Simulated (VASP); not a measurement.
Here is a VASP 6.6.1 calculation.

File INCAR:

```
SYSTEM = Al
ALGO = Normal
DIPOL = 0.5 0.5 0.500
EDIFF = 1E-7
EDIFFG = -0.03
ENCUT = 520
GGA = PS
IBRION = 2
IDIPOL = 3
ISIF = 2
ISMEAR = 0
LASPH = .TRUE.
LCHARG = .FALSE.
LDIPOL = .TRUE.
LREAL = .FALSE.
LWAVE = .FALSE.
NELM = 100
NSW = 70
PREC = Accurate
SIGMA = 0.1
```

Contents of KPOINTS:

```
k-points
0
G
  10 7 1
  0 0 0
```

File POSCAR:

```
Al
1.0
    2.8390753325      0.0000000000      0.0000000000
    0.0000000000      4.0150588398      0.0000000000
    0.0000000000      0.0000000000     18.2586129988
Al
4
Selective dynamics
Direct
    0.5000000000      0.5000000000      0.3833807092  F F F
    0.0000000000      0.0000000000      0.4611269031  F F F
    0.5000000000      0.5000000000      0.5388730969  T T T
    0.0000000000      0.0000000000      0.6166192908  T T T
```

Potentials or basis: VASP PAW PBE potentials, release 64 (Al).

Command:

```sh
$ cat potpaw_PBE.64/Al/POTCAR > POTCAR
$ mpirun -np 1 vasp_std > vasp.out
```

**Question.** Estimate the energy gained by relaxing.

**Answer.** 2.1 meV/atom.

**Question.** What does it give for the band gap on the k mesh?

**Answer.** Zero (bands 6 and 7 overlap by 1.03 eV).

Step by step:
```tsv
step	energy change (eV)	largest force on free atoms (eV/Å)	pressure (GPa)
1	0.0000	0.2288	-1.32
2	-0.0037	0.1686	-1.31
3	-0.0084	0.0110	-1.26
```

Caveat: the PAW data sets were made with another functional, which shifts forces and pressure a little.
